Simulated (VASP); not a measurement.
A run of VASP 6.6.1 is set up as follows.

The input INCAR:

```
SYSTEM = MgO
ALGO = Normal
EDIFF = 1E-6
ENCUT = 520
GGA = PS
ISIF = 2
ISMEAR = 0
LASPH = .True.
LCHARG = .True.
LELF = .True.
LREAL = .False.
LVHAR = .True.
LWAVE = .False.
NBANDS = 16
NELM = 80
PREC = Accurate
SIGMA = 0.05
```

KPOINTS

```
k-points
0
Gamma
  9 9 6
  0 0 0
```

POSCAR

```
MgO
1.0
    3.5583969333      0.0000000000      0.0000000000
   -1.7791984667      3.0816621410      0.0000000000
    0.0000000000      0.0000000000      3.5605319715
Mg O
2 2
Direct
    0.6666666667      0.3333333333      0.7500000000
    0.3333333333      0.6666666667      0.2500000000
    0.6666666667      0.3333333333      0.2500000000
    0.3333333333      0.6666666667      0.7500000000
```

Potentials or basis: VASP PAW PBE potentials, release 64 (Mg, O).

Command:

```console
$ cat potpaw_PBE.64/Mg/POTCAR potpaw_PBE.64/O/POTCAR > POTCAR
$ mpirun -np 1 vasp_std > vasp.out
```

Predict the pressure.

38.5 GPa.

Estimate the band gap on the k mesh.

3.82 eV, direct.

Stress tensor (GPa, compression positive):
```
 8.58  0.00  0.00
 0.00  8.58  0.00
 0.00  0.00 98.46
```

Caveat: the PAW data sets were made with another functional, which shifts forces and pressure a little.
